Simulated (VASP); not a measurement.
# CdS3 (Fm-3m) in VASP: a series of runs

Runs on CdS3. Level: PBE. Tasks: single point, relaxation of cell and atoms.

Program: VASP 6.6.1. These are calculated values, not measurements. Logs are shortened: lines on timing, memory, paths and dates and some standing lists are left out, and cuts for length are marked.

**1. The cell of the first run**

The structure is cubic, space group Fm-3m (No. 225). The conventional cell has a = 6.597 Å, b = 6.597 Å, c = 6.597 Å, α = 90.00°, β = 90.00°, γ = 90.00°. Cd (site symmetry m-3m) has 14 S at 2.86 to 3.30 Å within 3.8 Å. Within 3.8 Å of S (site symmetry m-3m) lie 8 S at 2.86 Å and 6 Cd at 3.30 Å. S (site symmetry -43m) has 4 Cd at 2.86 Å and 10 S at 2.86 to 3.30 Å within 3.8 Å.

**2. Single point, PBE**

INCAR

```
ALGO = Normal
EDIFF = 1E-6
ENCUT = 500
GGA = PE
GGA_COMPAT = F
ISIF = 2
ISMEAR = 0
LASPH = T
LCHARG = F
LREAL = F
LWAVE = F
NBANDS = 23
NELM = 120
PREC = Accurate
SIGMA = 0.1
```

KPOINTS

```
k-points
0
Gamma
  4 4 4
```

POSCAR

```
CdS3
1.0
    0.0000000000      3.2984666254      3.2984666254
    3.2984666254      0.0000000000      3.2984666254
    3.2984666254      3.2984666254      0.0000000000
Cd S
1 3
Direct
    0.5000000000      0.5000000000      0.5000000000
    0.0000000000      0.0000000000      0.0000000000
    0.2500000000      0.2500000000      0.2500000000
    0.7500000000      0.7500000000      0.7500000000
```

Potentials or basis: VASP PAW PBE potentials, release 64 (Cd, S).

Command:

```console
$ cat potpaw_PBE.64/Cd/POTCAR potpaw_PBE.64/S/POTCAR > POTCAR
$ mpirun -np 1 vasp_std > vasp.out
```

OUTCAR:

```text
EDIFF = 1E-6
   ENCUT = 500
   GGA = PE
   ISIF = 2
   ISMEAR = 0
   LASPH = T
   LREAL = F
   NELM = 120
   PREC = Accurate

 ion  position               nearest neighbor table
   1  0.500  0.500  0.500-   3 2.86   3 2.86   3 2.86   3 2.86   4 2.86   4 2.86   4 2.86   4 2.86

   2  0.000  0.000  0.000-
   3  0.250  0.250  0.250-   1 2.86   1 2.86   1 2.86   1 2.86
   4  0.750  0.750  0.750-   1 2.86   1 2.86   1 2.86   1 2.86

  LATTYP: Found a face centered cubic cell.
 ALAT       =     6.5969332508

  Lattice vectors:

 A1 = (   0.0000000000,   3.2984666254,   3.2984666254)
 A2 = (   3.2984666254,   0.0000000000,   3.2984666254)
 A3 = (   3.2984666254,   3.2984666254,   0.0000000000)

Analysis of symmetry for initial positions (statically):
=====================================================================
 Subroutine PRICEL returns:
 Original cell was already a primitive cell.

 Routine SETGRP: Setting up the symmetry group for a
 face centered cubic supercell.

 Subroutine GETGRP returns: Found 48 space group operations
 (whereof 48 operations were pure point group operations)
 out of a pool of 48 trial point group operations.

The static configuration has the point symmetry O_h .

Analysis of symmetry for dynamics (positions and initial velocities):
=====================================================================
 Subroutine PRICEL returns:
 Original cell was already a primitive cell.

 Routine SETGRP: Setting up the symmetry group for a
 face centered cubic supercell.

 Subroutine GETGRP returns: Found 48 space group operations
 (whereof 48 operations were pure point group operations)
 out of a pool of 48 trial point group operations.

The dynamic configuration has the point symmetry O_h .

 Subroutine INISYM returns: Found 48 space group operations
 (whereof 48 operations are pure point group operations),
 and found     1 'primitive' translations

----------------------------------------------------------------------------------------

                                     Primitive cell

  volume of cell :      71.7739

  direct lattice vectors                    reciprocal lattice vectors
     0.000000000  3.298466625  3.298466625    -0.151585587  0.151585587  0.151585587
     3.298466625  0.000000000  3.298466625     0.151585587 -0.151585587  0.151585587
     3.298466625  3.298466625  0.000000000     0.151585587  0.151585587 -0.151585587

  length of vectors
     4.664736237  4.664736237  4.664736237     0.262553939  0.262553939  0.262553939

  position of ions in fractional coordinates (direct lattice)
     0.500000000  0.500000000  0.500000000
     0.000000000  0.000000000  0.000000000
     0.250000000  0.250000000  0.250000000
     0.750000000  0.750000000  0.750000000

  ion indices of the primitive-cell ions
   primitive index   ion index
                 1           1
                 2           2
                 3           3
                 4           4

----------------------------------------------------------------------------------------

 KPOINTS: k-points

Automatic generation of k-mesh.
 Grid dimensions read from file:
 generate k-points for:    4    4    4

 Generating k-lattice:

  Cartesian coordinates                     Fractional coordinates (reciprocal lattice)
    -0.037896397  0.037896397  0.037896397     0.250000000  0.000000000  0.000000000
     0.037896397 -0.037896397  0.037896397     0.000000000  0.250000000  0.000000000
     0.037896397  0.037896397 -0.037896397     0.000000000  0.000000000  0.250000000

  Length of vectors
     0.065638485  0.065638485  0.065638485

  Shift w.r.t. Gamma in fractional coordinates (k-lattice)
     0.000000000  0.000000000  0.000000000

 Subroutine IBZKPT returns following result:
 ===========================================

 Found      8 irreducible k-points:

 Following reciprocal coordinates:
            Coordinates               Weight
  0.000000  0.000000  0.000000      1.000000
  0.250000  0.000000  0.000000      8.000000
  0.500000  0.000000  0.000000      4.000000
  0.250000  0.250000  0.000000      6.000000
  0.500000  0.250000  0.000000     24.000000
 -0.250000  0.250000  0.000000     12.000000
  0.500000  0.500000  0.000000      3.000000
 -0.250000  0.500000  0.250000      6.000000
   k-points           NKPTS =      8   k-points in BZ     NKDIM =      8   number of bands    NBANDS=     23
   number of dos      NEDOS =    301   number of ions     NIONS =      4
   total plane-waves  NPLWV =  46656
   dimension x,y,z NGX =    36 NGY =   36 NGZ =   36
   dimension x,y,z NGXF=    72 NGYF=   72 NGZF=   72
   ions per type =               1   3
   NGX,Y,Z   is equivalent  to a cutoff of  12.83, 12.83, 12.83 a.u.
   NGXF,Y,Z  is equivalent  to a cutoff of  25.66, 25.66, 25.66 a.u.
 SYSTEM =  unknown system
   PREC   = accura    normal or accurate (medium, high low for compatibility)
   ISTART =      0    job   : 0-new  1-cont  2-samecut
   ICHARG =      2    charge: 1-file 2-atom 10-const
   ISPIN  =      1    spin polarized calculation?
   LNONCOLLINEAR =      F non collinear calculations
   LSORBIT =      F    spin-orbit coupling
   LASPH  =      T    aspherical Exc in radial PAW
   ENCUT  =  500.0 eV  36.75 Ry    6.06 a.u.   8.50  8.50  8.50*2*pi/ulx,y,z
   NELM   =    120;   NELMIN=  2; NELMDL= -5     # of ELM steps
   EDIFF  = 0.1E-05   stopping-criterion for ELM
   LREAL  =      F    real-space projection
   EDIFFG = 0.1E-04   stopping-criterion for IOM
   NSW    =      0    number of steps for IOM
   IBRION =     -1    ionic relax: 0-MD 1-quasi-New 2-CG
   NFREE  =      0    steps in history (QN), initial steepest desc. (CG)
   ISIF   =      2    stress and relaxation
   ISYM   =      2    0-nonsym 1-usesym 2-fastsym
   POTIM  = 0.5000    time-step for ionic-motion
   TEBEG  =    0.0;   TEEND  =   0.0 temperature during run
   PSTRESS=    0.0 pullay stress
   NELECT =      30.0000    total number of electrons
   NUPDOWN=      -1.0000    fix difference up-down
   EMIN   =  10.00;   EMAX   =-10.00  energy-range for DOS
   EFERMI =   0.00;   METHOD = LEGACY
   ISMEAR =     0;   SIGMA  =   0.10  broadening in eV -4-tet -1-fermi 0-gaus
   EFERMI_NEDOS =   21; number of points for ismear=-14 and -15
   IALGO  =     38    algorithm
   IMIX   =      4    mixing-type and parameters
     AMIX     =   0.40;   BMIX     =  1.00
     AMIX_MAG =   1.60;   BMIX_MAG =  1.00
  volume/ion in A,a.u.               =      17.94       121.09
  Fermi-wavevector in a.u.,A,eV,Ry     =   1.224033  2.313087 20.385024  1.498257
  Thomas-Fermi vector in A             =   2.359122
   LORBIT       =      0    0 simple, 1 ext, 2 COOP (PROOUT), +10 PAW based schemes
   GGA     = PE    functional components
   LHFCALC =     F    Hartree Fock is set to
   AEXX    =    0.0000 exact exchange contribution
   IVDW    =     0    specifies the selected vdW correction
   LEPSILON=     F    determine dielectric tensor
   LRPA    =     F    only Hartree local field effects (RPA)
 non-spin polarized calculation
 Gauss-broadening in eV      SIGMA  =   0.10
  energy-cutoff  :      500.00
  volume of cell :       71.77
 maximum number of plane-waves:      1837
 NGX is ok and might be reduce to    36
   NGX = 17   NGY = 17   NGZ = 17

 number of electron      30.0000002 magnetization

 Free energy of the ion-electron system (eV)
  ---------------------------------------------------
  ext. energy  EPLUGINS =         0.00000000
  ---------------------------------------------------
  free energy    TOTEN  =       -10.42365448 eV

  energy without entropy =      -10.39607160  energy(sigma->0) =      -10.40986304

 E-fermi :   5.2257     XC(G=0): -10.9036

 val. band max:        5.1211291980   @ k =   0.2500   0.0000   0.0000
 cond. band min:       5.2494639376   @ k =   0.5000   0.5000   0.0000
 fundamental gap:      0.1283347395
 Fermi energy:         5.2256973855

 k-point     1 :       0.0000    0.0000    0.0000
  band No.  band energies     occupation
      1      -9.8382      2.00000
      2      -5.9457      2.00000
      3      -5.1086      2.00000
      4      -3.1433      2.00000
      5      -3.1433      2.00000
      6      -3.1433      2.00000
[... 15 lines left out ...]
     22      12.5546      0.00000
     23      12.5546      0.00000

 k-point     2 :       0.2500    0.0000    0.0000
  band No.  band energies     occupation
      1      -9.3859      2.00000
      2      -6.5225      2.00000
      3      -5.6059      2.00000
      4      -3.0992      2.00000
      5      -3.0992      2.00000
      6      -2.8512      2.00000
[... 15 lines left out ...]
     22      13.2557      0.00000
     23      13.2557      0.00000

 k-point     3 :       0.5000    0.0000    0.0000
  band No.  band energies     occupation
      1      -8.5062      2.00000
      2      -7.5854      2.00000
      3      -5.9169      2.00000
      4      -3.0950      2.00000
      5      -3.0950      2.00000
      6      -2.8315      2.00000
[... 15 lines left out ...]
     22      15.3676      0.00000
     23      15.3741      0.00000

 k-point     4 :       0.2500    0.2500    0.0000
  band No.  band energies     occupation
      1      -9.2324      2.00000
      2      -6.5178      2.00000
      3      -5.9276      2.00000
      4      -3.0518      2.00000
      5      -3.0518      2.00000
      6      -2.8255      2.00000
[... 15 lines left out ...]
     22      11.9540      0.00000
     23      14.9775      0.00000

 k-point     5 :       0.5000    0.2500    0.0000
  band No.  band energies     occupation
      1      -8.3488      2.00000
      2      -7.2535      2.00000
      3      -6.5860      2.00000
      4      -2.9941      2.00000
      5      -2.8635      2.00000
      6      -2.8216      2.00000
[... 15 lines left out ...]
     22      13.6463      0.00000
     23      14.9943      0.00000

 k-point     6 :      -0.2500    0.2500    0.0000
  band No.  band energies     occupation
      1      -8.7090      2.00000
      2      -6.9747      2.00000
      3      -6.3852      2.00000
      4      -3.0027      2.00000
      5      -2.9186      2.00000
      6      -2.8539      2.00000
[... 15 lines left out ...]
     22      14.5803      0.00000
     23      15.5408      0.00000

 k-point     7 :       0.5000    0.5000    0.0000
  band No.  band energies     occupation
      1      -7.6803      2.00000
      2      -7.6663      2.00000
      3      -6.9393      2.00000
      4      -2.8937      2.00000
      5      -2.8937      2.00000
      6      -2.7796      2.00000
[... 15 lines left out ...]
     22      13.4823      0.00000
     23      13.4823      0.00000

 k-point     8 :      -0.2500    0.5000    0.2500
  band No.  band energies     occupation
      1      -7.6374      2.00000
      2      -7.3424      2.00000
      3      -7.3424      2.00000
      4      -2.9037      2.00000
      5      -2.8931      2.00000
      6      -2.7329      2.00000
[... 15 lines left out ...]
     22      14.8874      0.00000
     23      14.8874      0.00000

------------------------ aborting loop because EDIFF is reached ----------------------------------------

  FORCE on cell =-STRESS in cart. coord.  units (eV):
  Direction    XX          YY          ZZ          XY          YZ          ZX
  --------------------------------------------------------------------------------------
  -------------------------------------------------------------------------------------
  Total        0.0914905      0.0914905      0.0914905     -0.0000000      0.0000000      0.0000000
  in kB        2.0423026      2.0423026      2.0423026     -0.0000000      0.0000000      0.0000000
  external PRESSURE =       2.0423026 kB  Pullay stress =       0.0000000 kB

 VOLUME and BASIS-vectors are now :
 -----------------------------------------------------------------------------
  energy-cutoff  :      500.00
  volume of cell :       71.77
      direct lattice vectors                 reciprocal lattice vectors
     0.000000000  3.298466625  3.298466625    -0.151585587  0.151585587  0.151585587
     3.298466625  0.000000000  3.298466625     0.151585587 -0.151585587  0.151585587
     3.298466625  3.298466625  0.000000000     0.151585587  0.151585587 -0.151585587

 POSITION                                       TOTAL-FORCE (eV/Angst)
 -----------------------------------------------------------------------------------
      3.29847      3.29847      3.29847        -0.000000     -0.000000     -0.000000
      0.00000      0.00000      0.00000        -0.000000     -0.000000      0.000000
      1.64923      1.64923      1.64923         0.000000      0.000000      0.000000
      4.94770      4.94770      4.94770        -0.000000      0.000000     -0.000000
 -----------------------------------------------------------------------------------
    total drift:                                0.000000      0.000000      0.000000

  FREE ENERGIE OF THE ION-ELECTRON SYSTEM (eV)
  ---------------------------------------------------
  free  energy   TOTEN  =       -10.4236544800 eV

  energy  without entropy=      -10.3960716036  energy(sigma->0) =      -10.40986304
```

It took 9.8 s on 1 thread of Intel Xeon 6975P-C (Granite Rapids), shared host; peak memory 0.2 GiB.

Results:

```yaml
Free_energy: -10.4237 eV
Pressure: 0.2 GPa
Band_gap_on_the_k_mesh: zero (band 15 reaches 5.43 eV, above the bottom of band 16 at 4.64 eV)
```

Levels at points of the mesh, in eV from the Fermi level:
| k point | band 10 | band 11 | band 12 | band 13 | band 14 | band 15 | band 16 | band 17 | band 18 | band 19 |
| --- | --- | --- | --- | --- | --- | --- | --- | --- | --- | --- |
| (0.00, 0.00, 0.00) | -3.39 | -3.39 | -2.72 | -2.72 | -2.72 | -0.58 | -0.58 | -0.58 | 1.28 | 5.68 |
| (0.50, 0.00, 0.00) | -3.95 | -3.95 | -3.00 | -3.00 | -1.58 | 0.20 | 0.81 | 0.81 | 3.24 | 5.32 |
| (0.50, 0.50, 0.00) | -5.78 | -5.07 | -1.48 | -0.31 | -0.31 | 0.02 | 0.62 | 0.62 | 2.58 | 7.34 |

Caveat: the k points lie up to 0.41 Å⁻¹ apart.

**3. Single point, PBE**

This run uses another cell than the first one, of 28.83 Å³/atom, 1.607 times its volume.

INCAR

```
SYSTEM = CdS3
ALGO     = Normal         ! electronic algorithm
EDIFF    = 1E-6           ! SCF threshold, eV
ENCUT    = 500            ! plane-wave cutoff, eV
GGA      = PE             ! functional
GGA_COMPAT= .FALSE.      
ISIF     = 2              ! what is computed and relaxed
ISMEAR   = 0              ! smearing method
LASPH    = .TRUE.         ! aspherical terms in the spheres
LCHARG   = .TRUE.         ! write CHGCAR
LELF     = .TRUE.         ! ELF
LREAL    = .FALSE.        ! projectors in reciprocal space
LVHAR    = .TRUE.       
LWAVE    = .FALSE.        ! write WAVECAR
NBANDS   = 23             ! bands
NELM     = 120            ! most SCF steps
PREC     = Accurate       ! precision mode
SIGMA    = 0.1            ! smearing width, eV
```

KPOINTS

```
k-points
0
G
  4 4 4
  0 0 0
```

POSCAR

```
CdS3
1.0
    0.0000000000      3.8635041000      3.8635041000
    3.8635041000      0.0000000000      3.8635041000
    3.8635041000      3.8635041000      0.0000000000
Cd S
1 3
Direct
    0.5000000000      0.5000000000      0.5000000000
    0.0000000000      0.0000000000      0.0000000000
    0.2500000000      0.2500000000      0.2500000000
    0.7500000000      0.7500000000      0.7500000000
```

Potentials or basis: VASP PAW PBE potentials, release 64 (Cd, S).

Command:

```console
$ cat potpaw_PBE.64/Cd/POTCAR potpaw_PBE.64/S/POTCAR > POTCAR
$ mpirun -np 1 vasp_std > vasp.out
```

Wall time 17 s (1 thread of Intel Xeon 6975P-C (Granite Rapids), shared host); peak memory 0.23 GiB.

The run converged. Its results:

| Property | Result |
| --- | --- |
| Free energy | -8.1981 eV |
| Pressure | -10.4 GPa |
| Band gap on the k mesh | zero (band 15 reaches 0.66 eV, above the bottom of band 16 at 0.62 eV) |

Levels at points of the mesh, in eV from the Fermi level:
| k point | band 11 | band 12 | band 13 | band 14 | band 15 | band 16 | band 17 | band 18 | band 19 | band 20 |
| --- | --- | --- | --- | --- | --- | --- | --- | --- | --- | --- |
| (0.00, 0.00, 0.00) | -1.68 | -1.45 | -1.45 | -1.45 | -0.26 | -0.08 | -0.08 | -0.08 | 5.70 | 5.70 |
| (0.50, 0.00, 0.00) | -2.15 | -1.34 | -1.34 | -1.06 | -0.05 | 0.37 | 0.37 | 1.59 | 5.35 | 5.35 |
| (0.50, 0.50, 0.00) | -2.98 | -1.08 | -0.20 | -0.20 | -0.03 | 0.34 | 0.34 | 1.38 | 5.46 | 6.67 |

(Part 1 of 2 ends here.)
